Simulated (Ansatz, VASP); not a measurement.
SnO2: VASP beside Ansatz

```xyz
3
Lattice="3.2278 0.0000 0.0000 -1.6139 2.7954 0.0000 0.0000 0.0000 5.4899" Properties=species:S:1:pos:R:3 pbc="T T T"
Sn    0.0000    0.0000    0.0000
O     0.0000    1.8636    1.0117
O     1.6139    0.9318    4.4782
```

Alike in both runs: task single point; functional r2SCAN; k mesh 12 × 12 × 6; occupations gaussian, width 0.02 eV; no spin polarisation.

|  | VASP | Ansatz |
| --- | --- | --- |
| version | VASP 6.6.1 | Ansatz 0.2.0 |
| potentials or method | VASP PAW PBE potentials, release 64 (Sn_d, O), cutoff 520 eV | scalar-relativistic, plane waves, PAW |
| valence electrons in the cell | 26 | 26 |

Ansatz gave:

| Property | Result |
| --- | --- |
| gap on the k mesh at the Fermi level (eV) | 2.81 |
| least direct gap on the mesh (eV) | 3.14 |
| pressure (GPa) | -5.6 |
| traceless stress, the component that is largest in VASP (GPa) | 1.57 |
| rms of the force components (eV/Å) | 0.251 |

Question: Estimate VASP's values.

Answer: gap on the k mesh at the Fermi level (eV): 2.81; least direct gap on the mesh (eV): 3.14; pressure (GPa): -4.8; traceless stress, the component that is largest in VASP (GPa): 1.05; rms of the force components (eV/Å): 0.213.

VASP's potentials were made for PBE, not for r2SCAN. Atom by atom the forces differ by 0.038 eV/Å (rms over components). With one functional, cell and mesh, what is left measures potentials, basis and numerics.
